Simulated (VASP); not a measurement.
Input of a VASP 6.6.1 run:

INCAR

```
PREC = Accurate ; ENCUT = 500
EDIFF = 1E-7 ; ISMEAR = -1
SIGMA = 0.03 ; LREAL = False
LASPH = True ; NELM = 120
ALGO = Normal ; ISIF = 3
LWAVE = False ; LCHARG = False
GGA = PS ; IBRION = 2
NSW = 100 ; EDIFFG = -0.01
GGA_COMPAT = False ; NELMIN = 4
```

KPOINTS

```
regular mesh
0
Gamma
  6 6 6
```

Contents of POSCAR:

```
BaTe
1.0
    0.0000000000      3.5449197700      3.5449197700
    3.5449197700      0.0000000000      3.5449197700
    3.5449197700      3.5449197700      0.0000000000
Ba Te
1 1
Direct
    0.0000000000      0.0000000000      0.0000000000
    0.5000000000      0.5000000000      0.5000000000
```

Potentials or basis: VASP PAW PBE potentials, release 64 (Ba_sv, Te).

Command:

```sh
$ cat potpaw_PBE.64/Ba_sv/POTCAR potpaw_PBE.64/Te/POTCAR > POTCAR
$ mpirun -np 1 vasp_std > vasp.out
```

Estimate the space group after relaxing (to 0.1 Å).

Fm-3m (No. 225).

Estimate the relaxed cell.

a = 4.928 Å, b = 4.928 Å, c = 4.928 Å, α = 60.00°, β = 60.00°, γ = 60.00°.

Predict the relaxed volume.

42.31 Å³/atom.

The path:
| step | energy change (eV) | largest force (eV/Å) | pressure (GPa) | volume (Å³) |
| --- | --- | --- | --- | --- |
| 1 | 0.0000 | 0.0000 | -1.46 | 89.09 |
| 2 | -0.0208 | 0.0000 | 0.25 | 83.97 |
| 3 | -0.0213 | 0.0000 | 0.00 | 84.62 |

Caveat: the PAW data sets were made with another functional, which shifts forces and pressure a little.
